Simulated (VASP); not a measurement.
# RbBr (Fm-3m) in VASP: further runs

Runs on RbBr. Level: r2SCAN. Tasks: single point.

Program: VASP 6.6.1. These are calculated values, not measurements. Logs are shortened: lines on timing, memory, paths and dates and some standing lists are left out, and cuts for length are marked.

### 1 The cell of the first run

Symmetry: Fm-3m, No. 225, cubic system. Conventional cell: a = 5.093 Å, b = 5.093 Å, c = 5.093 Å, α = 90.00°, β = 90.00°, γ = 90.00°. Rb (site symmetry m-3m) has 6 Br at 2.55 Å within 3.4 Å. Within 3.4 Å of Br (site symmetry m-3m) lie 6 Rb at 2.55 Å.

### 2 Single point, r2SCAN

File POSCAR:

```
RbBr
1.0
    0.0000000000      2.5463659964      2.5463659964
    2.5463659964      0.0000000000      2.5463659964
    2.5463659964      2.5463659964      0.0000000000
Rb Br
1 1
Direct
    0.0000000000      0.0000000000      0.0000000000
    0.5000000000      0.5000000000      0.5000000000
```

File INCAR.step1:

```
  PREC = Accurate
  ENCUT = 520
  ISMEAR = -1
  SIGMA = 0.03
  LREAL = False
  LASPH = True
  NELM = 100
  NBANDS = 15
  GGA = PE
  ALGO = Normal
  EDIFF = 1E-4
  LWAVE = True
  LCHARG = False
```

File INCAR.step2:

```
  PREC = Accurate
  ENCUT = 520
  EDIFF = 1E-6
  ISMEAR = -1
  SIGMA = 0.03
  LREAL = False
  LASPH = True
  NELM = 100
  ALGO = Normal
  ISIF = 2
  LWAVE = False
  LCHARG = False
  METAGGA = R2SCAN
  LMIXTAU = True
  NBANDS = 15
  ISTART = 1
```

File KPOINTS:

```
Automatic mesh
0
Gamma
  7 7 7
```

Potentials or basis: VASP PAW PBE potentials, release 64 (Rb_sv, Br).

Started as:

```sh
cat potpaw_PBE.64/Rb_sv/POTCAR potpaw_PBE.64/Br/POTCAR > POTCAR
cp INCAR.step1 INCAR
mpirun -np 1 vasp_std > vasp.out
cp INCAR.step2 INCAR
mpirun -np 1 vasp_std > vasp.out
```

OUTCAR:

```text
PREC = Accurate
   ENCUT = 520
   EDIFF = 1E-6
   ISMEAR = -1
   LREAL = False
   LASPH = True
   NELM = 100
   ISIF = 2
   METAGGA = R2SCAN
   ISTART = 1

 ion  position               nearest neighbor table
   1  0.000  0.000  0.000-   2 2.55   2 2.55   2 2.55   2 2.55   2 2.55   2 2.55
   2  0.500  0.500  0.500-   1 2.55   1 2.55   1 2.55   1 2.55   1 2.55   1 2.55

  LATTYP: Found a face centered cubic cell.
 ALAT       =     5.0927319928

  Lattice vectors:

 A1 = (   0.0000000000,   2.5463659964,   2.5463659964)
 A2 = (   2.5463659964,   0.0000000000,   2.5463659964)
 A3 = (   2.5463659964,   2.5463659964,   0.0000000000)

Analysis of symmetry for initial positions (statically):
=====================================================================
 Subroutine PRICEL returns:
 Original cell was already a primitive cell.

 Routine SETGRP: Setting up the symmetry group for a
 face centered cubic supercell.

 Subroutine GETGRP returns: Found 48 space group operations
 (whereof 48 operations were pure point group operations)
 out of a pool of 48 trial point group operations.

The static configuration has the point symmetry O_h .

Analysis of symmetry for dynamics (positions and initial velocities):
=====================================================================
 Subroutine PRICEL returns:
 Original cell was already a primitive cell.

 Routine SETGRP: Setting up the symmetry group for a
 face centered cubic supercell.

 Subroutine GETGRP returns: Found 48 space group operations
 (whereof 48 operations were pure point group operations)
 out of a pool of 48 trial point group operations.

The dynamic configuration has the point symmetry O_h .

 Subroutine INISYM returns: Found 48 space group operations
 (whereof 48 operations are pure point group operations),
 and found     1 'primitive' translations

----------------------------------------------------------------------------------------

                                     Primitive cell

  volume of cell :      33.0212

  direct lattice vectors                    reciprocal lattice vectors
     0.000000000  2.546365996  2.546365996    -0.196358261  0.196358261  0.196358261
     2.546365996  0.000000000  2.546365996     0.196358261 -0.196358261  0.196358261
     2.546365996  2.546365996  0.000000000     0.196358261  0.196358261 -0.196358261

  length of vectors
     3.601105327  3.601105327  3.601105327     0.340102485  0.340102485  0.340102485

  position of ions in fractional coordinates (direct lattice)
     0.000000000  0.000000000  0.000000000
     0.500000000  0.500000000  0.500000000

  ion indices of the primitive-cell ions
   primitive index   ion index
                 1           1
                 2           2

----------------------------------------------------------------------------------------

 KPOINTS: Automatic mesh

Automatic generation of k-mesh.
 Grid dimensions read from file:
 generate k-points for:    7    7    7

 Generating k-lattice:

  Cartesian coordinates                     Fractional coordinates (reciprocal lattice)
    -0.028051180  0.028051180  0.028051180     0.142857143  0.000000000  0.000000000
     0.028051180 -0.028051180  0.028051180     0.000000000  0.142857143  0.000000000
     0.028051180  0.028051180 -0.028051180     0.000000000  0.000000000  0.142857143

  Length of vectors
     0.048586069  0.048586069  0.048586069

  Shift w.r.t. Gamma in fractional coordinates (k-lattice)
     0.000000000  0.000000000  0.000000000

 Subroutine IBZKPT returns following result:
 ===========================================

 Found     20 irreducible k-points:

 Following reciprocal coordinates:
            Coordinates               Weight
  0.000000  0.000000  0.000000      1.000000
  0.142857  0.000000  0.000000      8.000000
  0.285714  0.000000  0.000000      8.000000
  0.428571  0.000000  0.000000      8.000000
  0.142857  0.142857  0.000000      6.000000
  0.285714  0.142857  0.000000     24.000000
[... 12 lines left out ...]
 -0.428571  0.428571  0.142857     24.000000
 -0.285714  0.428571  0.142857     24.000000
   k-points           NKPTS =     20   k-points in BZ     NKDIM =     20   number of bands    NBANDS=     15
   number of dos      NEDOS =    301   number of ions     NIONS =      2
   total plane-waves  NPLWV =  21952
   dimension x,y,z NGX =    28 NGY =   28 NGZ =   28
   dimension x,y,z NGXF=    56 NGYF=   56 NGZF=   56
   ions per type =               1   1
   NGX,Y,Z   is equivalent  to a cutoff of  12.93, 12.93, 12.93 a.u.
   NGXF,Y,Z  is equivalent  to a cutoff of  25.85, 25.85, 25.85 a.u.
 SYSTEM =  unknown system
   PREC   = accura    normal or accurate (medium, high low for compatibility)
   ISTART =      1    job   : 0-new  1-cont  2-samecut
   ICHARG =      0    charge: 1-file 2-atom 10-const
   ISPIN  =      1    spin polarized calculation?
   LNONCOLLINEAR =      F non collinear calculations
   LSORBIT =      F    spin-orbit coupling
   LASPH  =      T    aspherical Exc in radial PAW
   ENCUT  =  520.0 eV  38.22 Ry    6.18 a.u.   6.70  6.70  6.70*2*pi/ulx,y,z
   NELM   =    100;   NELMIN=  2; NELMDL=  0     # of ELM steps
   EDIFF  = 0.1E-05   stopping-criterion for ELM
   LREAL  =      F    real-space projection
[... 7 lines left out ...]
   TEBEG  =    0.0;   TEEND  =   0.0 temperature during run
   PSTRESS=    0.0 pullay stress
   NELECT =      16.0000    total number of electrons
   NUPDOWN=      -1.0000    fix difference up-down
   EMIN   =  10.00;   EMAX   =-10.00  energy-range for DOS
   EFERMI =   0.00;   METHOD = LEGACY
   ISMEAR =    -1;   SIGMA  =   0.03  broadening in eV -4-tet -1-fermi 0-gaus
   EFERMI_NEDOS =   21; number of points for ismear=-14 and -15
   IALGO  =     38    algorithm
   IMIX   =      4    mixing-type and parameters
     AMIX     =   0.40;   BMIX     =  1.00
     AMIX_MAG =   1.60;   BMIX_MAG =  1.00
  volume/ion in A,a.u.               =      16.51       111.42
  Fermi-wavevector in a.u.,A,eV,Ry     =   1.285831  2.429869 22.495358  1.653362
  Thomas-Fermi vector in A             =   2.417942
   LORBIT       =      0    0 simple, 1 ext, 2 COOP (PROOUT), +10 PAW based schemes
   METAGGA = R2SCAN    functional components
   LHFCALC =     F    Hartree Fock is set to
   AEXX    =    0.0000 exact exchange contribution
   IVDW    =     0    specifies the selected vdW correction
   LEPSILON=     F    determine dielectric tensor
   LRPA    =     F    only Hartree local field effects (RPA)
 non-spin polarized calculation
  energy-cutoff  :      520.00
  volume of cell :       33.02
 maximum number of plane-waves:       911
   NGX = 13   NGY = 13   NGZ = 13

 number of electron      15.9999998 magnetization

 Free energy of the ion-electron system (eV)
  ---------------------------------------------------
  ext. energy  EPLUGINS =         0.00000000
  ---------------------------------------------------
  free energy    TOTEN  =       -22.96041947 eV

  energy without entropy =      -22.96041947  energy(sigma->0) =      -22.96041947

 E-fermi :   6.6089     XC(G=0): -12.0807

 val. band max:        5.9284396833   @ k =  -0.4286   0.4286   0.0000
 cond. band min:       7.2345285508   @ k =   0.4286   0.4286   0.0000
 fundamental gap:      1.3060888674
 Fermi energy:         6.6089010682

 k-point     1 :       0.0000    0.0000    0.0000
  band No.  band energies     occupation
      1     -21.3118      2.00000
      2      -9.4436      2.00000
      3      -4.2943      2.00000
      4      -4.2943      2.00000
      5      -4.2943      2.00000
      6       4.7315      2.00000
      7       4.7315      2.00000
      8       4.7315      2.00000
      9      10.5902      0.00000
     10      10.5902      0.00000
     11      10.5902      0.00000
     12      12.6659      0.00000
     13      12.6659      0.00000
     14      13.8920      0.00000
     15      16.6021      0.00000

 k-point     2 :       0.1429    0.0000    0.0000
  band No.  band energies     occupation
      1     -21.1873      2.00000
      2      -9.9976      2.00000
      3      -4.2784      2.00000
      4      -4.2784      2.00000
      5      -3.8334      2.00000
      6       3.8711      2.00000
      7       4.0076      2.00000
      8       4.0076      2.00000
      9      10.6517      0.00000
     10      11.1831      0.00000
     11      11.1831      0.00000
     12      14.0070      0.00000
     13      14.0070      0.00000
     14      15.0138      0.00000
     15      18.2510      0.00000

 k-point     3 :       0.2857    0.0000    0.0000
  band No.  band energies     occupation
      1     -20.8841      2.00000
      2     -11.0657      2.00000
      3      -4.2294      2.00000
      4      -4.2294      2.00000
      5      -2.9421      2.00000
      6       2.2943      2.00000
      7       2.7732      2.00000
      8       2.7732      2.00000
      9      11.3589      0.00000
     10      12.8584      0.00000
     11      12.8584      0.00000
     12      16.9082      0.00000
     13      17.1157      0.00000
     14      17.1157      0.00000
     15      22.1543      0.00000
[... 271 lines left out ...]
 k-point    19 :      -0.4286    0.4286    0.1429
  band No.  band energies     occupation
      1     -20.4389      2.00000
      2     -10.8075      2.00000
      3      -6.5964      2.00000
      4      -5.8903      2.00000
      5      -4.2073      2.00000
      6       3.3372      2.00000
      7       5.2655      2.00000
      8       5.2788      2.00000
      9       8.8980      0.00000
     10      15.0095      0.00000
     11      16.1513      0.00000
     12      18.9094      0.00000
     13      19.2147      0.00000
     14      19.7049      0.00000
     15      21.2618      0.00000

 k-point    20 :      -0.2857    0.4286    0.1429
  band No.  band energies     occupation
      1     -20.4059      2.00000
      2     -11.0226      2.00000
      3      -6.6317      2.00000
      4      -5.9509      2.00000
      5      -3.4338      2.00000
      6       2.2272      2.00000
      7       4.8489      2.00000
      8       5.5264      2.00000
      9      10.7580      0.00000
     10      12.5828      0.00000
     11      17.3605      0.00000
     12      18.1082      0.00000
     13      18.2238      0.00000
     14      21.5085      0.00000
     15      22.3400      0.00000

------------------------ aborting loop because EDIFF is reached ----------------------------------------

  FORCE on cell =-STRESS in cart. coord.  units (eV):
  Direction    XX          YY          ZZ          XY          YZ          ZX
  --------------------------------------------------------------------------------------
  -------------------------------------------------------------------------------------
  Total       26.0709933     26.0709933     26.0709933     -0.0000000      0.0000000     -0.0000000
  in kB     1264.9567791   1264.9567791   1264.9567791     -0.0000000      0.0000000     -0.0000000
  external PRESSURE =    1264.9567791 kB  Pullay stress =       0.0000000 kB

 VOLUME and BASIS-vectors are now :
 -----------------------------------------------------------------------------
  energy-cutoff  :      520.00
  volume of cell :       33.02
      direct lattice vectors                 reciprocal lattice vectors
     0.000000000  2.546365996  2.546365996    -0.196358261  0.196358261  0.196358261
     2.546365996  0.000000000  2.546365996     0.196358261 -0.196358261  0.196358261
     2.546365996  2.546365996  0.000000000     0.196358261  0.196358261 -0.196358261

 POSITION                                       TOTAL-FORCE (eV/Angst)
 -----------------------------------------------------------------------------------
      0.00000      0.00000      0.00000         0.000000      0.000000      0.000000
      2.54637      2.54637      2.54637         0.000000      0.000000     -0.000000
 -----------------------------------------------------------------------------------
    total drift:                                0.000000      0.000000      0.000000

  FREE ENERGIE OF THE ION-ELECTRON SYSTEM (eV)
  ---------------------------------------------------
  free  energy   TOTEN  =       -22.9604194718 eV

  energy  without entropy=      -22.9604194718  energy(sigma->0) =      -22.96041947
```

Wall time 24 s (1 thread of Intel Xeon 6975P-C (Granite Rapids), shared host); peak memory 0.16 GiB.

Results:

```yaml
Free_energy: -22.9604 eV
Pressure: 126.5 GPa
Band_gap_on_the_k_mesh: 1.31 eV (least direct gap 1.72 eV)
```

Caveat: the cell stands under pressure; the PAW data sets were made with another functional, which shifts forces and pressure a little; an odd mesh through Γ misses points on the zone boundary, where band edges can lie.

### 3 Single point, r2SCAN

This run uses another cell than the first one, of 18.57 Å³/atom.

File POSCAR:

```
RbBr
1.0
    0.0000000000      2.6483273584      2.6483273584
    2.6483273584      0.0000000000      2.6483273584
    2.6483273584      2.6483273584      0.0000000000
Rb Br
1 1
Direct
    0.0000000000      0.0000000000      0.0000000000
    0.5000000000      0.5000000000      0.5000000000
```

File INCAR.step1:

```
ALGO = Normal ; EDIFF = 1E-4
ENCUT = 520 ; GGA = PE
ISMEAR = -1 ; LASPH = T
LCHARG = F ; LREAL = F
LWAVE = T ; NBANDS = 15
NELM = 60 ; PREC = Accurate
SIGMA = 0.03
```

File INCAR.step2:

```
ALGO = Normal ; EDIFF = 1E-7
ENCUT = 520 ; ISIF = 2
ISMEAR = -1 ; ISTART = 1
LASPH = T ; LCHARG = T
LELF = T ; LMIXTAU = T
LREAL = F ; LVHAR = T
LWAVE = F ; METAGGA = R2SCAN
NBANDS = 15 ; NELM = 60
PREC = Accurate ; SIGMA = 0.03
```

File KPOINTS:

```
k-points
0
Gamma
  7 7 7
```

Potentials or basis: VASP PAW PBE potentials, release 64 (Rb_sv, Br).

Started as:

```sh
cat potpaw_PBE.64/Rb_sv/POTCAR potpaw_PBE.64/Br/POTCAR > POTCAR
cp INCAR.step1 INCAR
mpirun -np 1 vasp_std > vasp.out
cp INCAR.step2 INCAR
mpirun -np 1 vasp_std > vasp.out
```

It took 29 s on 1 thread of Intel Xeon 6975P-C (Granite Rapids), shared host; peak memory 0.16 GiB.

The run converged. Its results:

```
Free energy            : -25.6288 eV
Pressure               : 83.9 GPa
Band gap on the k mesh : 2.73 eV (least direct gap 2.98 eV)
```

Levels at points of the mesh, in eV from the valence-band top:
```csv
k point,band 6,band 7,band 8,band 9,band 10,band 11
"(0.00, 0.00, 0.00)",-0.65,-0.65,-0.65,5.81,5.81,5.81
```

Caveat: the cell stands under pressure; the PAW data sets were made with another functional, which shifts forces and pressure a little; an odd mesh through Γ misses points on the zone boundary, where band edges can lie.

(Continued in part 2 of 2.)
